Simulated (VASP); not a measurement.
Write the native input for VASP 6.6.1 that does the following.

```yaml
Task: single point
Functional: PBE
Potentials_or_basis: VASP PAW PBE potentials, release 64 (Ti_sv)
Cutoff: 520 eV
k_mesh: 18 × 18 × 10
Occupations: gaussian, width 0.1 eV
Spin: no spin polarisation
Dipole_correction: no
Further_INCAR_settings: ALGO = Fast; EDIFF = 1e-06; NBANDS = 19
```

The structure of Ti lies in POSCAR:

```
Ti
1.0
    2.9384580613      0.0000000000      0.0000000000
   -1.4692290306      2.5447793290      0.0000000000
    0.0000000000      0.0000000000      4.6506340136
Ti
2
Direct
    0.3333333333      0.6666666667      0.2500000000
    0.6666666667      0.3333333333      0.7500000000
```

The input as run:

INCAR

```
SYSTEM = Ti
  PREC = Accurate
  ENCUT = 520
  EDIFF = 1E-6
  ISMEAR = 0
  SIGMA = 0.1
  LREAL = .FALSE.
  LASPH = .TRUE.
  NELM = 100
  ALGO = Fast
  ISIF = 2
  LWAVE = .FALSE.
  LCHARG = .TRUE.
  GGA = PE
  LELF = .TRUE.
  LVHAR = .TRUE.
  NBANDS = 19
```

KPOINTS

```
regular mesh
0
G
  18 18 10
  0 0 0
```

Potentials or basis: VASP PAW PBE potentials, release 64 (Ti_sv).

Command:

```bash
$ cat potpaw_PBE.64/Ti_sv/POTCAR > POTCAR
$ mpirun -np 1 vasp_std > vasp.out
```

It gave:

| Quantity | Value |
| --- | --- |
| Pressure | -0.7 GPa |
| Band gap on the k mesh | zero (band 12 reaches 9.10 eV, above the bottom of band 13 at 8.00 eV) |

It took 3 min on 1 thread of AMD EPYC 9R45 (Zen 5) (shared host), peak memory 0.21 GiB.
